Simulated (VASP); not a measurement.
A run of VASP 6.6.1:

INCAR

```
  ALGO = Normal
  EDIFF = 1E-6
  ENCUT = 520
  GGA = PE
  ISIF = 2
  ISMEAR = 0
  LASPH = True
  LCHARG = False
  LREAL = False
  LWAVE = False
  NBANDS = 50
  NELM = 100
  PREC = Accurate
  SIGMA = 0.1
```

Contents of KPOINTS:

```
k-points
0
Gamma
  2 2 2
```

The input POSCAR:

```
Te3Pb4Se
1.0
    6.4962036000      0.0000000000      0.0000000000
    0.0000000000      6.4962036000      0.0000000000
   -3.2481018000     -3.2481018000      6.4825787000
Te Pb Se
3 4 1
Direct
    0.2500000000      0.7500000000      0.5000000000
    0.7500000000      0.2500000000      0.5000000000
    0.0000000000      0.0000000000      0.0000000000
    0.5000000000      0.0000000000      0.0000000000
    0.7398360000      0.7398360000      0.4796720000
    0.0000000000      0.5000000000      0.0000000000
    0.2601640000      0.2601640000      0.5203280000
    0.5000000000      0.5000000000      0.0000000000
```

Potentials or basis: VASP PAW PBE potentials, release 64 (Te, Pb_d, Se).

Run with:

```bash
$ cat potpaw_PBE.64/Te/POTCAR potpaw_PBE.64/Pb_d/POTCAR potpaw_PBE.64/Se/POTCAR > POTCAR
$ mpirun -np 1 vasp_std > vasp.out
```

Hardware: 1 thread of Intel(R) Xeon(R) 6975P-C (Granite Rapids), with other jobs on the host.

Question: Estimate the wall time of this run.

Answer: It took 43 s on 1 thread of Intel(R) Xeon(R) 6975P-C (Granite Rapids), on a shared host, peak memory 0.38 GiB. Counts: scf iterations 14, k points 4.
